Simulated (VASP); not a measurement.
# LiCl in VASP: notebook

Runs on LiCl. Level: r2SCAN. Tasks: single point.

All numbers are computed with VASP 6.6.1; they aren't measurements. Logs are shortened: lines on timing, memory, paths and dates and some standing lists are left out, and cuts for length are marked.

## Step 1: The cell of the first run

The structure is cubic, space group Fm-3m (No. 225). Conventional cell: a = 4.976 Å, b = 4.976 Å, c = 4.976 Å, α = 90.00°, β = 90.00°, γ = 90.00°. Within 3.3 Å of Li (site symmetry m-3m) lie 6 Cl at 2.49 Å. Cl (site symmetry m-3m) has 6 Li at 2.49 Å within 3.3 Å.

## Step 2: Single point, r2SCAN (strain -0.030 along x and y, -0.030 along z)

Contents of POSCAR:

```
LiCl
1.0
    0.0000000000      2.4878172000      2.4878172000
    2.4878172000      0.0000000000      2.4878172000
    2.4878172000      2.4878172000      0.0000000000
Li Cl
1 1
Direct
    0.0000000000      0.0000000000      0.0000000000
    0.5000000000      0.5000000000      0.5000000000
```

Contents of INCAR.step1:

```
SYSTEM = LiCl
ALGO = Normal
EDIFF = 1E-4
ENCUT = 520
GGA = PE
ISMEAR = 0
LASPH = .TRUE.
LCHARG = .FALSE.
LREAL = .FALSE.
LWAVE = .TRUE.
NBANDS = 12
NELM = 80
PREC = Accurate
SIGMA = 0.05
```

Contents of INCAR.step2:

```
SYSTEM = LiCl
ALGO = Normal
EDIFF = 1E-7
ENCUT = 520
ISIF = 2
ISMEAR = 0
ISTART = 1
LASPH = .TRUE.
LCHARG = .TRUE.
LELF = .TRUE.
LMIXTAU = .TRUE.
LREAL = .FALSE.
LVHAR = .TRUE.
LWAVE = .FALSE.
METAGGA = R2SCAN
NBANDS = 12
NELM = 80
PREC = Accurate
SIGMA = 0.05
```

Contents of KPOINTS:

```
k-points
0
G
  8 8 8
  0 0 0
```

Potentials or basis: VASP PAW PBE potentials, release 64 (Li_sv, Cl).

Run with:

```
$ cat potpaw_PBE.64/Li_sv/POTCAR potpaw_PBE.64/Cl/POTCAR > POTCAR
$ cp INCAR.step1 INCAR
$ mpirun -np 1 vasp_std > vasp.out
$ cp INCAR.step2 INCAR
$ mpirun -np 1 vasp_std > vasp.out
```

OUTCAR:

```text
SYSTEM = LiCl
   EDIFF = 1E-7
   ENCUT = 520
   ISIF = 2
   ISMEAR = 0
   ISTART = 1
   LASPH = .TRUE.
   LREAL = .FALSE.
   METAGGA = R2SCAN
   NELM = 80
   PREC = Accurate

 ion  position               nearest neighbor table
   1  0.000  0.000  0.000-   2 2.49   2 2.49   2 2.49   2 2.49   2 2.49   2 2.49
   2  0.500  0.500  0.500-   1 2.49   1 2.49   1 2.49   1 2.49   1 2.49   1 2.49

  LATTYP: Found a face centered cubic cell.
 ALAT       =     4.9756344000

  Lattice vectors:

 A1 = (   0.0000000000,   2.4878172000,   2.4878172000)
 A2 = (   2.4878172000,   0.0000000000,   2.4878172000)
 A3 = (   2.4878172000,   2.4878172000,   0.0000000000)

Analysis of symmetry for initial positions (statically):
=====================================================================
 Subroutine PRICEL returns:
 Original cell was already a primitive cell.

 Routine SETGRP: Setting up the symmetry group for a
 face centered cubic supercell.

 Subroutine GETGRP returns: Found 48 space group operations
 (whereof 48 operations were pure point group operations)
 out of a pool of 48 trial point group operations.

The static configuration has the point symmetry O_h .

Analysis of symmetry for dynamics (positions and initial velocities):
=====================================================================
 Subroutine PRICEL returns:
 Original cell was already a primitive cell.

 Routine SETGRP: Setting up the symmetry group for a
 face centered cubic supercell.

 Subroutine GETGRP returns: Found 48 space group operations
 (whereof 48 operations were pure point group operations)
 out of a pool of 48 trial point group operations.

The dynamic configuration has the point symmetry O_h .

 Subroutine INISYM returns: Found 48 space group operations
 (whereof 48 operations are pure point group operations),
 and found     1 'primitive' translations

----------------------------------------------------------------------------------------

                                     Primitive cell

  volume of cell :      30.7954

  direct lattice vectors                    reciprocal lattice vectors
     0.000000000  2.487817200  2.487817200    -0.200979397  0.200979397  0.200979397
     2.487817200  0.000000000  2.487817200     0.200979397 -0.200979397  0.200979397
     2.487817200  2.487817200  0.000000000     0.200979397  0.200979397 -0.200979397

  length of vectors
     3.518304825  3.518304825  3.518304825     0.348106526  0.348106526  0.348106526

  position of ions in fractional coordinates (direct lattice)
     0.000000000  0.000000000  0.000000000
     0.500000000  0.500000000  0.500000000

[... 89 lines left out ...]
   EMIN   =  10.00;   EMAX   =-10.00  energy-range for DOS
   EFERMI =   0.00;   METHOD = LEGACY
   ISMEAR =     0;   SIGMA  =   0.05  broadening in eV -4-tet -1-fermi 0-gaus
   EFERMI_NEDOS =   21; number of points for ismear=-14 and -15
   IALGO  =     38    algorithm
   IMIX   =      4    mixing-type and parameters
     AMIX     =   0.40;   BMIX     =  1.00
     AMIX_MAG =   1.60;   BMIX_MAG =  1.00
  volume/ion in A,a.u.               =      15.40       103.91
  Fermi-wavevector in a.u.,A,eV,Ry     =   1.125243  2.126401 17.227317  1.266172
  Thomas-Fermi vector in A             =   2.261919
   LORBIT       =      0    0 simple, 1 ext, 2 COOP (PROOUT), +10 PAW based schemes
   METAGGA = R2SCAN    functional components
   LHFCALC =     F    Hartree Fock is set to
   AEXX    =    0.0000 exact exchange contribution
   IVDW    =     0    specifies the selected vdW correction
   LEPSILON=     F    determine dielectric tensor
   LRPA    =     F    only Hartree local field effects (RPA)
 non-spin polarized calculation
 Gauss-broadening in eV      SIGMA  =   0.05
  energy-cutoff  :      520.00
  volume of cell :       30.80
 maximum number of plane-waves:       869
 NGX is ok and might be reduce to    28
   NGX = 13   NGY = 13   NGZ = 13

 number of electron       9.9999991 magnetization

 Free energy of the ion-electron system (eV)
  ---------------------------------------------------
  ext. energy  EPLUGINS =         0.00000000
  ---------------------------------------------------
  free energy    TOTEN  =       -12.56874305 eV

  energy without entropy =      -12.56874305  energy(sigma->0) =      -12.56874305

 E-fermi :   1.2170     XC(G=0):  -9.5912

 val. band max:        0.9232980384   @ k =   0.0000   0.0000   0.0000
 cond. band min:       8.5646645515   @ k =   0.5000   0.0000   0.0000
 fundamental gap:      7.6413665132
 Fermi energy:         1.2170073048

 k-point     1 :       0.0000    0.0000    0.0000
  band No.  band energies     occupation
      1     -43.7843      2.00000
      2     -13.4127      2.00000
      3       0.9233      2.00000
      4       0.9233      2.00000
      5       0.9233      2.00000
      6       8.8566      0.00000
      7      13.6436      0.00000
      8      13.6436      0.00000
      9      13.6436      0.00000
     10      16.5370      0.00000
     11      16.5370      0.00000
     12      17.3839      0.00000
[... 331 lines left out ...]
 k-point    24 :      -0.3750    0.2500    0.1250
  band No.  band energies     occupation
      1     -43.7791      2.00000
      2     -12.5484      2.00000
      3      -2.0207      2.00000
      4      -0.6190      2.00000
      5       0.2276      2.00000
      6      10.1463      0.00000
      7      11.2360      0.00000
      8      12.5704      0.00000
      9      14.2998      0.00000
     10      17.8727      0.00000
     11      18.9902      0.00000
     12      20.7564      0.00000

 [... further k-points ...]

------------------------ aborting loop because EDIFF is reached ----------------------------------------

  FORCE on cell =-STRESS in cart. coord.  units (eV):
  Direction    XX          YY          ZZ          XY          YZ          ZX
  --------------------------------------------------------------------------------------
  -------------------------------------------------------------------------------------
  Total        0.5631388      0.5631388      0.5631388      0.0000000      0.0000000     -0.0000000
  in kB       29.2981821     29.2981821     29.2981821      0.0000000      0.0000000     -0.0000000
  external PRESSURE =      29.2981821 kB  Pullay stress =       0.0000000 kB

 VOLUME and BASIS-vectors are now :
 -----------------------------------------------------------------------------
  energy-cutoff  :      520.00
  volume of cell :       30.80
      direct lattice vectors                 reciprocal lattice vectors
     0.000000000  2.487817200  2.487817200    -0.200979397  0.200979397  0.200979397
     2.487817200  0.000000000  2.487817200     0.200979397 -0.200979397  0.200979397
     2.487817200  2.487817200  0.000000000     0.200979397  0.200979397 -0.200979397

 POSITION                                       TOTAL-FORCE (eV/Angst)
 -----------------------------------------------------------------------------------
      0.00000      0.00000      0.00000         0.000000     -0.000000     -0.000000
      2.48782      2.48782      2.48782        -0.000000      0.000000      0.000000
 -----------------------------------------------------------------------------------
    total drift:                                0.000000      0.000000      0.000000

  FREE ENERGIE OF THE ION-ELECTRON SYSTEM (eV)
  ---------------------------------------------------
  free  energy   TOTEN  =       -12.5687430496 eV

  energy  without entropy=      -12.5687430496  energy(sigma->0) =      -12.56874305
```

OUTCAR.step1:

```text
SYSTEM = LiCl
   EDIFF = 1E-4
   ENCUT = 520
   GGA = PE
   ISMEAR = 0
   LASPH = .TRUE.
   LREAL = .FALSE.
[... 583 lines left out ...]
      0.00000      0.00000      0.00000        -0.000000     -0.000000     -0.000000
      2.48782      2.48782      2.48782         0.000000      0.000000      0.000000
 -----------------------------------------------------------------------------------
    total drift:                                0.000000      0.000000      0.000000

  FREE ENERGIE OF THE ION-ELECTRON SYSTEM (eV)
  ---------------------------------------------------
  free  energy   TOTEN  =        -7.3472558364 eV

  energy  without entropy=       -7.3472558364  energy(sigma->0) =       -7.34725584
```

OSZICAR.step1:

```text
N       E                     dE             d eps       ncg     rms          rms(c)
DAV:   1     0.400933861156E+02    0.40093E+02   -0.42037E+03   704   0.769E+02
DAV:   2    -0.521305739850E+01   -0.45306E+02   -0.43725E+02   880   0.147E+02
DAV:   3    -0.733920141437E+01   -0.21261E+01   -0.21195E+01   928   0.330E+01
DAV:   4    -0.740522092308E+01   -0.66020E-01   -0.65984E-01   960   0.538E+00
DAV:   5    -0.740568800190E+01   -0.46708E-03   -0.46706E-03   928   0.472E-01    0.253E+00
DAV:   6    -0.734293253253E+01    0.62755E-01   -0.12701E-01   864   0.172E+00    0.180E+00
DAV:   7    -0.734390909384E+01   -0.97656E-03   -0.46252E-02  1052   0.116E+00    0.948E-01
DAV:   8    -0.734729607230E+01   -0.33870E-02   -0.54413E-03   820   0.510E-01    0.155E-01
DAV:   9    -0.734725583640E+01    0.40236E-04   -0.15031E-04   856   0.848E-02
   1 F= -.73472558E+01 E0= -.73472558E+01  d E =-.936043E-27
```

Wall time 52 s (1 thread of AMD EPYC 7R13 (Zen 3), shared host); peak memory 0.12 GiB.

What came out:

```yaml
Free_energy: -12.5687 eV
Band_gap_on_the_k_mesh: 7.64 eV (least direct gap 7.93 eV)
```

Caveat: the cell differs from its parent crystal (strain -0.030 along x and y, -0.030 along z); the cutoff is under 1.25 times the usual one of these potentials, so pressure, stress and relaxed cells hold a basis-set (Pulay) error; the PAW data sets were made with another functional, which shifts forces and pressure a little. A k mesh can miss the band edges.

## Step 3: Single point, r2SCAN (strain -0.015 along x and y, -0.015 along z)

Contents of POSCAR:

```
LiCl
1.0
    0.0000000000      2.5262886000      2.5262886000
    2.5262886000      0.0000000000      2.5262886000
    2.5262886000      2.5262886000      0.0000000000
Li Cl
1 1
Direct
    0.0000000000      0.0000000000      0.0000000000
    0.5000000000      0.5000000000      0.5000000000
```

Contents of INCAR.step1:

```
SYSTEM = LiCl
ALGO = Normal ; EDIFF = 1E-4
ENCUT = 520 ; GGA = PE
ISMEAR = 0 ; LASPH = .True.
LCHARG = .False. ; LREAL = .False.
LWAVE = .True. ; NBANDS = 12
NELM = 80 ; PREC = Accurate
SIGMA = 0.05
```

Contents of INCAR.step2:

```
SYSTEM = LiCl
ALGO = Normal ; EDIFF = 1E-6
ENCUT = 520 ; ISIF = 2
ISMEAR = 0 ; ISTART = 1
LASPH = .True. ; LCHARG = .True.
LELF = .True. ; LMIXTAU = .True.
LREAL = .False. ; LVHAR = .True.
LWAVE = .False. ; METAGGA = R2SCAN
NBANDS = 12 ; NELM = 80
PREC = Accurate ; SIGMA = 0.05
```

Contents of KPOINTS:

```
k-points
0
Gamma
  8 8 8
  0 0 0
```

Potentials or basis: VASP PAW PBE potentials, release 64 (Li_sv, Cl).

Run with:

```
$ cat potpaw_PBE.64/Li_sv/POTCAR potpaw_PBE.64/Cl/POTCAR > POTCAR
$ cp INCAR.step1 INCAR
$ mpirun -np 1 vasp_std > vasp.out
$ cp INCAR.step2 INCAR
$ mpirun -np 1 vasp_std > vasp.out
```

Wall time 45 s (1 thread of AMD EPYC 7R13 (Zen 3), shared host); peak memory 0.12 GiB.

Results (log left out):

- Free energy: -12.5861 eV
- Band gap on the k mesh: 7.59 eV (least direct gap 7.60 eV)

Levels at points of the mesh, in eV from the valence-band top:
| k point | band 1 | band 2 | band 3 | band 4 | band 5 | band 6 | band 7 | band 8 | band 9 | band 10 |
| --- | --- | --- | --- | --- | --- | --- | --- | --- | --- | --- |
| (0.00, 0.00, 0.00) | -44.76 | -14.15 | 0.00 | 0.00 | 0.00 | 7.60 | 12.70 | 12.70 | 12.70 | 15.50 |
| (0.50, 0.00, 0.00) | -44.75 | -13.51 | -3.03 | -0.30 | -0.30 | 7.59 | 10.33 | 10.33 | 14.73 | 18.23 |
| (0.50, 0.50, 0.00) | -44.75 | -13.22 | -3.15 | -1.21 | -1.21 | 8.86 | 8.89 | 14.00 | 15.81 | 15.81 |

Caveat: the cell differs from its parent crystal (strain -0.015 along x and y, -0.015 along z); the cutoff is under 1.25 times the usual one of these potentials, so pressure, stress and relaxed cells hold a basis-set (Pulay) error; the PAW data sets were made with another functional, which shifts forces and pressure a little.

## Step 4: Single point, r2SCAN (strain +0.015 along x and y, +0.015 along z)

Contents of POSCAR:

```
LiCl
1.0
    0.0000000000      2.6032314000      2.6032314000
    2.6032314000      0.0000000000      2.6032314000
    2.6032314000      2.6032314000      0.0000000000
Li Cl
1 1
Direct
    0.0000000000      0.0000000000      0.0000000000
    0.5000000000      0.5000000000      0.5000000000
```

Contents of INCAR.step1:

```
SYSTEM = LiCl
PREC = Accurate
ENCUT = 520
ISMEAR = 0
SIGMA = 0.05
LREAL = .FALSE.
LASPH = .TRUE.
NELM = 60
NBANDS = 12
GGA = PE
ALGO = Normal
EDIFF = 1E-4
LWAVE = .TRUE.
LCHARG = .FALSE.
```

Contents of INCAR.step2:

```
SYSTEM = LiCl
PREC = Accurate
ENCUT = 520
EDIFF = 1E-6
ISMEAR = 0
SIGMA = 0.05
LREAL = .FALSE.
LASPH = .TRUE.
NELM = 60
ALGO = Normal
ISIF = 2
LWAVE = .FALSE.
LCHARG = .TRUE.
METAGGA = R2SCAN
LMIXTAU = .TRUE.
LELF = .TRUE.
LVHAR = .TRUE.
NBANDS = 12
ISTART = 1
```

Contents of KPOINTS:

```
Automatic mesh
0
G
  8 8 8
  0 0 0
```

Potentials or basis: VASP PAW PBE potentials, release 64 (Li_sv, Cl).

Run with:

```
$ cat potpaw_PBE.64/Li_sv/POTCAR potpaw_PBE.64/Cl/POTCAR > POTCAR
$ cp INCAR.step1 INCAR
$ mpirun -np 1 vasp_std > vasp.out
$ cp INCAR.step2 INCAR
$ mpirun -np 1 vasp_std > vasp.out
```

OUTCAR:

```text
SYSTEM = LiCl
   PREC = Accurate
   ENCUT = 520
   EDIFF = 1E-6
   ISMEAR = 0
   LREAL = .FALSE.
   LASPH = .TRUE.
   NELM = 60
   ISIF = 2
   METAGGA = R2SCAN
   ISTART = 1

 ion  position               nearest neighbor table
   1  0.000  0.000  0.000-   2 2.60   2 2.60   2 2.60   2 2.60   2 2.60   2 2.60
   2  0.500  0.500  0.500-   1 2.60   1 2.60   1 2.60   1 2.60   1 2.60   1 2.60

  LATTYP: Found a face centered cubic cell.
 ALAT       =     5.2064628000

  Lattice vectors:

[... 548 lines left out ...]

  FORCE on cell =-STRESS in cart. coord.  units (eV):
  Direction    XX          YY          ZZ          XY          YZ          ZX
  --------------------------------------------------------------------------------------
  -------------------------------------------------------------------------------------
  Total       -0.4936591     -0.4936591     -0.4936591      0.0000000      0.0000000      0.0000000
  in kB      -22.4165840    -22.4165840    -22.4165840      0.0000000      0.0000000      0.0000000
  external PRESSURE =     -22.4165840 kB  Pullay stress =       0.0000000 kB

 VOLUME and BASIS-vectors are now :
 -----------------------------------------------------------------------------
  energy-cutoff  :      520.00
  volume of cell :       35.28
      direct lattice vectors                 reciprocal lattice vectors
     0.000000000  2.603231400  2.603231400    -0.192068980  0.192068980  0.192068980
     2.603231400  0.000000000  2.603231400     0.192068980 -0.192068980  0.192068980
     2.603231400  2.603231400  0.000000000     0.192068980  0.192068980 -0.192068980

 POSITION                                       TOTAL-FORCE (eV/Angst)
 -----------------------------------------------------------------------------------
      0.00000      0.00000      0.00000        -0.000000      0.000000     -0.000000
      2.60323      2.60323      2.60323         0.000000     -0.000000      0.000000
 -----------------------------------------------------------------------------------
    total drift:                                0.000000      0.000000      0.000000

  FREE ENERGIE OF THE ION-ELECTRON SYSTEM (eV)
  ---------------------------------------------------
  free  energy   TOTEN  =       -12.5721420215 eV

  energy  without entropy=      -12.5721420215  energy(sigma->0) =      -12.57214202
```

Run time: 44 s. Hardware: 1 thread of AMD EPYC 7R13 (Zen 3), shared host; peak memory 0.13 GiB.

Results:

```yaml
Free_energy: -12.5721 eV
Band_gap_on_the_k_mesh: 7.03 eV
```

Levels at points of the mesh, in eV from the valence-band top:
| k point | band 1 | band 2 | band 3 | band 4 | band 5 | band 6 | band 7 | band 8 | band 9 | band 10 |
| --- | --- | --- | --- | --- | --- | --- | --- | --- | --- | --- |
| (0.00, 0.00, 0.00) | -44.90 | -13.83 | 0.00 | 0.00 | 0.00 | 7.03 | 12.62 | 12.62 | 12.62 | 15.26 |
| (0.50, 0.00, 0.00) | -44.89 | -13.30 | -2.66 | -0.25 | -0.25 | 7.48 | 10.29 | 10.29 | 13.74 | 17.79 |
| (0.50, 0.50, 0.00) | -44.89 | -13.08 | -2.73 | -1.04 | -1.04 | 8.67 | 8.99 | 13.17 | 15.06 | 15.06 |

Caveat: the cell differs from its parent crystal (strain +0.015 along x and y, +0.015 along z); the cutoff is under 1.25 times the usual one of these potentials, so pressure, stress and relaxed cells hold a basis-set (Pulay) error; the PAW data sets were made with another functional, which shifts forces and pressure a little. A k mesh can miss the band edges.

(Part 1 of 2 ends here.)
